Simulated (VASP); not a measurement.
# InAs (F-43m) in VASP: settings compared

Aim: see how the results for InAs move with the level of theory and the settings. Levels: r2SCAN, PBE. Tasks: single point, relaxation of cell and atoms.

Everything below comes from runs of VASP 6.6.1. Logs are shortened: lines on timing, memory, paths and dates and some standing lists are left out, and cuts for length are marked.

## 1. The cell of the first run

The structure is cubic, space group F-43m (No. 216). Conventional cell: a = 6.109 Å, b = 6.109 Å, c = 6.109 Å, α = 90.00°, β = 90.00°, γ = 90.00°. In (site symmetry -43m) has 4 As at 2.65 Å within 3.5 Å. Within 3.5 Å of As (site symmetry -43m) lie 4 In at 2.65 Å.

## 2. Single point, r2SCAN

File POSCAR:

```
InAs
1.0
    0.0000000000      3.0545904709      3.0545904709
    3.0545904709      0.0000000000      3.0545904709
    3.0545904709      3.0545904709      0.0000000000
In As
1 1
Direct
    0.0000000000      0.0000000000      0.0000000000
    0.2500000000      0.2500000000      0.2500000000
```

File INCAR.step1:

```
PREC     = Accurate       # precision mode
ENCUT    = 520            # plane-wave cutoff, eV
ISMEAR   = -1             # smearing method
SIGMA    = 0.02           # smearing width, eV
LREAL    = F              # projectors in reciprocal space
LASPH    = T              # aspherical terms in the spheres
NELM     = 60             # most SCF steps
NBANDS   = 16             # bands
GGA      = PE             # functional
ALGO     = Normal         # electronic algorithm
EDIFF    = 1E-4           # SCF threshold, eV
LWAVE    = T              # write WAVECAR
LCHARG   = F              # write CHGCAR
```

File INCAR.step2:

```
PREC     = Accurate       # precision mode
ENCUT    = 520            # plane-wave cutoff, eV
EDIFF    = 1E-7           # SCF threshold, eV
ISMEAR   = -1             # smearing method
SIGMA    = 0.02           # smearing width, eV
LREAL    = F              # projectors in reciprocal space
LASPH    = T              # aspherical terms in the spheres
NELM     = 60             # most SCF steps
ALGO     = Normal         # electronic algorithm
ISIF     = 2              # what is computed and relaxed
LWAVE    = F              # write WAVECAR
LCHARG   = T              # write CHGCAR
METAGGA  = R2SCAN         # meta-GGA
LMIXTAU  = T            
LELF     = T              # ELF
LVHAR    = T            
NBANDS   = 16             # bands
ISTART   = 1
```

File KPOINTS:

```
regular mesh
0
Gamma
  8 8 8
```

Potentials or basis: VASP PAW PBE potentials, release 64 (In_d, As).

Command:

```
> cat potpaw_PBE.64/In_d/POTCAR potpaw_PBE.64/As/POTCAR > POTCAR
> cp INCAR.step1 INCAR
> mpirun -np 1 vasp_std > vasp.out
> cp INCAR.step2 INCAR
> mpirun -np 1 vasp_std > vasp.out
```

OUTCAR:

```text
PREC = Accurate
   ENCUT = 520
   EDIFF = 1E-7
   ISMEAR = -1
   LREAL = F
   LASPH = T
   NELM = 60
   ISIF = 2
   METAGGA = R2SCAN
   ISTART = 1

 ion  position               nearest neighbor table
   1  0.000  0.000  0.000-   2 2.65   2 2.65   2 2.65   2 2.65
   2  0.250  0.250  0.250-   1 2.65   1 2.65   1 2.65   1 2.65

  LATTYP: Found a face centered cubic cell.
 ALAT       =     6.1091809418

  Lattice vectors:

 A1 = (   0.0000000000,   3.0545904709,   3.0545904709)
 A2 = (   3.0545904709,   0.0000000000,   3.0545904709)
 A3 = (   3.0545904709,   3.0545904709,   0.0000000000)

Analysis of symmetry for initial positions (statically):
=====================================================================
 Subroutine PRICEL returns:
 Original cell was already a primitive cell.

 Routine SETGRP: Setting up the symmetry group for a
 face centered cubic supercell.

 Subroutine GETGRP returns: Found 24 space group operations
 (whereof 24 operations were pure point group operations)
 out of a pool of 48 trial point group operations.

The static configuration has the point symmetry T_d .

Analysis of symmetry for dynamics (positions and initial velocities):
=====================================================================
 Subroutine PRICEL returns:
 Original cell was already a primitive cell.

 Routine SETGRP: Setting up the symmetry group for a
 face centered cubic supercell.

 Subroutine GETGRP returns: Found 24 space group operations
 (whereof 24 operations were pure point group operations)
 out of a pool of 48 trial point group operations.

The dynamic configuration has the point symmetry T_d .

 Subroutine INISYM returns: Found 24 space group operations
 (whereof 24 operations are pure point group operations),
 and found     1 'primitive' translations

----------------------------------------------------------------------------------------

                                     Primitive cell

  volume of cell :      57.0019

  direct lattice vectors                    reciprocal lattice vectors
     0.000000000  3.054590471  3.054590471    -0.163688064  0.163688064  0.163688064
     3.054590471  0.000000000  3.054590471     0.163688064 -0.163688064  0.163688064
     3.054590471  3.054590471  0.000000000     0.163688064  0.163688064 -0.163688064

  length of vectors
     4.319843271  4.319843271  4.319843271     0.283516043  0.283516043  0.283516043

  position of ions in fractional coordinates (direct lattice)
     0.000000000  0.000000000  0.000000000
     0.250000000  0.250000000  0.250000000

  ion indices of the primitive-cell ions
   primitive index   ion index
                 1           1
                 2           2

----------------------------------------------------------------------------------------

 KPOINTS: regular mesh

Automatic generation of k-mesh.
 Grid dimensions read from file:
 generate k-points for:    8    8    8

 Generating k-lattice:

  Cartesian coordinates                     Fractional coordinates (reciprocal lattice)
    -0.020461008  0.020461008  0.020461008     0.125000000  0.000000000  0.000000000
     0.020461008 -0.020461008  0.020461008     0.000000000  0.125000000  0.000000000
     0.020461008  0.020461008 -0.020461008     0.000000000  0.000000000  0.125000000

  Length of vectors
     0.035439505  0.035439505  0.035439505

  Shift w.r.t. Gamma in fractional coordinates (k-lattice)
     0.000000000  0.000000000  0.000000000

 Subroutine IBZKPT returns following result:
 ===========================================

 Found     29 irreducible k-points:

 Following reciprocal coordinates:
            Coordinates               Weight
  0.000000  0.000000  0.000000      1.000000
  0.125000  0.000000  0.000000      8.000000
  0.250000  0.000000  0.000000      8.000000
  0.375000  0.000000  0.000000      8.000000
  0.500000  0.000000  0.000000      4.000000
  0.125000  0.125000  0.000000      6.000000
[... 16 lines left out ...]
  0.500000  0.250000  0.125000     48.000000
 -0.375000  0.250000  0.125000     24.000000
 [... further k-points ...]
   k-points           NKPTS =     29   k-points in BZ     NKDIM =     29   number of bands    NBANDS=     16
   number of dos      NEDOS =    301   number of ions     NIONS =      2
   total plane-waves  NPLWV =  32768
   dimension x,y,z NGX =    32 NGY =   32 NGZ =   32
   dimension x,y,z NGXF=    64 NGYF=   64 NGZF=   64
   ions per type =               1   1
   NGX,Y,Z   is equivalent  to a cutoff of  12.31, 12.31, 12.31 a.u.
   NGXF,Y,Z  is equivalent  to a cutoff of  24.63, 24.63, 24.63 a.u.
 SYSTEM =  unknown system
   PREC   = accura    normal or accurate (medium, high low for compatibility)
   ISTART =      1    job   : 0-new  1-cont  2-samecut
   ICHARG =      0    charge: 1-file 2-atom 10-const
   ISPIN  =      1    spin polarized calculation?
   LNONCOLLINEAR =      F non collinear calculations
   LSORBIT =      F    spin-orbit coupling
   LASPH  =      T    aspherical Exc in radial PAW
   ENCUT  =  520.0 eV  38.22 Ry    6.18 a.u.   8.03  8.03  8.03*2*pi/ulx,y,z
   NELM   =     60;   NELMIN=  2; NELMDL=  0     # of ELM steps
   EDIFF  = 0.1E-06   stopping-criterion for ELM
   LREAL  =      F    real-space projection
   EDIFFG = 0.1E-05   stopping-criterion for IOM
   NSW    =      0    number of steps for IOM
   IBRION =     -1    ionic relax: 0-MD 1-quasi-New 2-CG
   NFREE  =      0    steps in history (QN), initial steepest desc. (CG)
   ISIF   =      2    stress and relaxation
   ISYM   =      2    0-nonsym 1-usesym 2-fastsym
   POTIM  = 0.5000    time-step for ionic-motion
   TEBEG  =    0.0;   TEEND  =   0.0 temperature during run
   PSTRESS=    0.0 pullay stress
   NELECT =      18.0000    total number of electrons
   NUPDOWN=      -1.0000    fix difference up-down
   EMIN   =  10.00;   EMAX   =-10.00  energy-range for DOS
   EFERMI =   0.00;   METHOD = LEGACY
   ISMEAR =    -1;   SIGMA  =   0.02  broadening in eV -4-tet -1-fermi 0-gaus
   EFERMI_NEDOS =   21; number of points for ismear=-14 and -15
   IALGO  =     38    algorithm
   IMIX   =      4    mixing-type and parameters
     AMIX     =   0.40;   BMIX     =  1.00
     AMIX_MAG =   1.60;   BMIX_MAG =  1.00
  volume/ion in A,a.u.               =      28.50       192.33
  Fermi-wavevector in a.u.,A,eV,Ry     =   1.114815  2.106694 16.909480  1.242812
  Thomas-Fermi vector in A             =   2.251413
   LORBIT       =      0    0 simple, 1 ext, 2 COOP (PROOUT), +10 PAW based schemes
   METAGGA = R2SCAN    functional components
   LHFCALC =     F    Hartree Fock is set to
   AEXX    =    0.0000 exact exchange contribution
   IVDW    =     0    specifies the selected vdW correction
   LEPSILON=     F    determine dielectric tensor
   LRPA    =     F    only Hartree local field effects (RPA)
 non-spin polarized calculation
  energy-cutoff  :      520.00
  volume of cell :       57.00
 maximum number of plane-waves:      1572
   NGX = 17   NGY = 17   NGZ = 17

 number of electron      17.9999996 magnetization

 Free energy of the ion-electron system (eV)
  ---------------------------------------------------
  ext. energy  EPLUGINS =         0.00000000
  ---------------------------------------------------
  free energy    TOTEN  =       -38.05880336 eV

  energy without entropy =      -38.05870561  energy(sigma->0) =      -38.05875448

 E-fermi :   4.0195     XC(G=0):  -9.5159

 val. band max:        3.9670795196   @ k =   0.0000   0.0000   0.0000
 cond. band min:       4.0467486151   @ k =   0.0000   0.0000   0.0000
 fundamental gap:      0.0796690955
 Fermi energy:         4.0194807709

 k-point     1 :       0.0000    0.0000    0.0000
  band No.  band energies     occupation
      1     -10.8269      2.00000
      2     -10.8269      2.00000
      3     -10.8269      2.00000
      4     -10.6926      2.00000
      5     -10.6926      2.00000
      6      -8.1331      2.00000
[... 8 lines left out ...]
     15      14.0635      0.00000
     16      14.0635      0.00000

 k-point     2 :       0.1250    0.0000    0.0000
  band No.  band energies     occupation
      1     -10.8464      2.00000
      2     -10.8213      2.00000
      3     -10.8212      2.00000
      4     -10.6927      2.00000
      5     -10.6927      2.00000
      6      -7.9720      2.00000
[... 8 lines left out ...]
     15      13.2173      0.00000
     16      13.2173      0.00000

 k-point     3 :       0.2500    0.0000    0.0000
  band No.  band energies     occupation
      1     -10.8903      2.00000
      2     -10.8088      2.00000
      3     -10.8087      2.00000
      4     -10.6915      2.00000
      5     -10.6915      2.00000
      6      -7.5324      2.00000
[... 8 lines left out ...]
     15      12.9757      0.00000
     16      12.9757      0.00000

 k-point     4 :       0.3750    0.0000    0.0000
  band No.  band energies     occupation
      1     -10.9307      2.00000
      2     -10.7985      2.00000
      3     -10.7984      2.00000
      4     -10.6879      2.00000
      5     -10.6879      2.00000
      6      -6.9767      2.00000
[... 8 lines left out ...]
     15      13.9454      0.00000
     16      13.9454      0.00000

 k-point     5 :       0.5000    0.0000    0.0000
  band No.  band energies     occupation
      1     -10.9467      2.00000
      2     -10.7950      2.00000
      3     -10.7950      2.00000
      4     -10.6856      2.00000
      5     -10.6856      2.00000
      6      -6.6850      2.00000
[... 8 lines left out ...]
     15      15.2390      0.00000
     16      15.2390      0.00000

 k-point     6 :       0.1250    0.1250    0.0000
  band No.  band energies     occupation
      1     -10.8586      2.00000
      2     -10.8158      2.00000
      3     -10.8158      2.00000
      4     -10.6968      2.00000
      5     -10.6894      2.00000
      6      -7.9187      2.00000
[... 8 lines left out ...]
     15      13.1410      0.00000
     16      14.2404      0.00000
[... 267 lines left out ...]
 k-point    21 :       0.5000    0.5000    0.0000
  band No.  band energies     occupation
      1     -11.0054      2.00000
      2     -10.7480      2.00000
      3     -10.7480      2.00000
      4     -10.7278      2.00000
      5     -10.6705      2.00000
      6      -6.1512      2.00000
[... 8 lines left out ...]
     15      15.9724      0.00000
     16      16.6761      0.00000

 k-point    22 :       0.3750    0.2500    0.1250
  band No.  band energies     occupation
      1     -10.9275      2.00000
      2     -10.7938      2.00000
      3     -10.7891      2.00000
      4     -10.7034      2.00000
      5     -10.6834      2.00000
      6      -7.1734      2.00000
[... 8 lines left out ...]
     15      14.5792      0.00000
     16      15.2543      0.00000

 k-point    23 :       0.5000    0.2500    0.1250
  band No.  band energies     occupation
      1     -10.9540      2.00000
      2     -10.7874      2.00000
      3     -10.7781      2.00000
      4     -10.7013      2.00000
      5     -10.6836      2.00000
      6      -6.6773      2.00000
[... 8 lines left out ...]
     15      14.7572      0.00000
     16      15.6042      0.00000

 k-point    24 :      -0.3750    0.2500    0.1250
  band No.  band energies     occupation
      1     -10.9640      2.00000
      2     -10.7860      2.00000
      3     -10.7740      2.00000
      4     -10.6976      2.00000
      5     -10.6855      2.00000
      6      -6.4230      2.00000
[... 8 lines left out ...]
     15      14.8889      0.00000
     16      15.6165      0.00000

 [... further k-points ...]
[... 5 lines left out ...]
  --------------------------------------------------------------------------------------
  -------------------------------------------------------------------------------------
  Total       -0.0052899     -0.0052899     -0.0052899     -0.0000000     -0.0000000     -0.0000000
  in kB       -0.1486869     -0.1486869     -0.1486869     -0.0000000     -0.0000000     -0.0000000
  external PRESSURE =      -0.1486869 kB  Pullay stress =       0.0000000 kB

 VOLUME and BASIS-vectors are now :
 -----------------------------------------------------------------------------
  energy-cutoff  :      520.00
  volume of cell :       57.00
      direct lattice vectors                 reciprocal lattice vectors
     0.000000000  3.054590471  3.054590471    -0.163688064  0.163688064  0.163688064
     3.054590471  0.000000000  3.054590471     0.163688064 -0.163688064  0.163688064
     3.054590471  3.054590471  0.000000000     0.163688064  0.163688064 -0.163688064

 POSITION                                       TOTAL-FORCE (eV/Angst)
 -----------------------------------------------------------------------------------
      0.00000      0.00000      0.00000        -0.000000     -0.000000     -0.000000
      1.52730      1.52730      1.52730         0.000000      0.000000      0.000000
 -----------------------------------------------------------------------------------
    total drift:                               -0.000002     -0.000002     -0.000002

  FREE ENERGIE OF THE ION-ELECTRON SYSTEM (eV)
  ---------------------------------------------------
  free  energy   TOTEN  =       -38.0588033576 eV

  energy  without entropy=      -38.0587056098  energy(sigma->0) =      -38.05875448
```

Run time: 96 s. Hardware: 1 thread of Intel Xeon Platinum 8488C (Sapphire Rapids), shared host; peak memory 0.2 GiB.

Results:

- Free energy: -38.0588 eV
- Pressure: 0.0 GPa
- Band gap on the k mesh: 0.08 eV, direct

Caveat: the PAW data sets were made with another functional, which shifts forces and pressure a little; spin-orbit coupling is left out, which moves the levels of the heavy elements.

[end of part 1 of 2]
